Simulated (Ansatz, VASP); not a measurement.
# Mg4H in VASP and in Ansatz

```xyz
10
Lattice="6.4201 0.0000 0.0000 0.0000 5.1379 0.0000 0.0000 0.0000 21.6645" Properties=species:S:1:pos:R:3 pbc="T T T"
Mg    0.0000    3.8534    4.0000
Mg    3.2101    3.8534    4.0000
Mg    1.6050    1.2845    4.9267
Mg    4.8151    1.2845    4.9267
Mg    1.6050    3.8534    6.8746
Mg    4.8151    3.8534    6.8746
Mg    0.0000    1.2845    7.6645
Mg    3.2101    1.2845    7.6645
H     3.4901    0.4282    9.0745
H     6.1401    0.4282    9.0745
```

Alike in both runs: task single point; functional PBE; k mesh 4 × 5 × 1; occupations gaussian, width 0.1 eV; no spin polarisation.

|  | VASP | Ansatz |
| --- | --- | --- |
| version | VASP 6.6.1 | Ansatz 0.2.0 |
| potentials or method | VASP PAW PBE potentials, release 64 (Mg, H), cutoff 520 eV | scalar-relativistic, plane waves, PAW |
| valence electrons in the cell | 18 | 82 |

VASP gave:

```
gap on the k mesh at the Fermi level (eV) : none
rms of the force components (eV/Å)        : 0.295
```

Question: What did Ansatz give for the same quantities?

Answer: gap on the k mesh at the Fermi level (eV): none; rms of the force components (eV/Å): 0.290.

Atom by atom the forces differ by 0.006 eV/Å (rms over components). A gap of «none» marks a metal or a gap that the smearing closes. VASP's potentials hold 18 valence electrons a cell and Ansatz's 82, so a difference there can come from the potentials and not from the codes.
